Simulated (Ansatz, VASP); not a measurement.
## HfO3: VASP beside Ansatz

```
Hf O
1.0
     3.27231    0.00000    0.00000
     0.00000    3.27231    0.00000
     0.00000    0.00000    4.06544
Hf O
1 3
Direct
  0.00000 0.00000 0.00000
  0.50000 0.50000 0.81358
  0.00000 0.00000 0.50000
  0.50000 0.50000 0.18642
```

Change from the starting cell: species swapped into the VFe3 type (Cmmm, No. 65).

Alike in both runs: functional PBE; k mesh 6 × 6 × 4; occupations gaussian, width 0.1 eV; no spin polarisation.

Ansatz relaxed the structure, and its values are those at the end. VASP's run is a single point on that final structure, the one shown.

|  | VASP | Ansatz |
| --- | --- | --- |
| version | VASP 6.6.1 | Ansatz 0.2.0 |
| potentials or method | VASP PAW PBE potentials, release 64 (Hf_pv, O), cutoff 520 eV | scalar-relativistic, plane waves, PAW |
| valence electrons in the cell | 28 | 44 |

|  | VASP | Ansatz | Ansatz less VASP |
| --- | --- | --- | --- |
| gap on the k mesh at the Fermi level (eV) | none | none | - |
| pressure (GPa) | -1.7 | 0.1 | +1.87 |
| rms of the force components (eV/Å) | 0.071 | 0.001 | -0.0702 |

A gap of «none» marks a metal or a gap that the smearing closes. VASP's potentials hold 28 valence electrons a cell and Ansatz's 44, so a difference there can come from the potentials and not from the codes.

The k mesh is coarse, so the values compare programs but aren't converged. Spin-orbit coupling is off throughout.
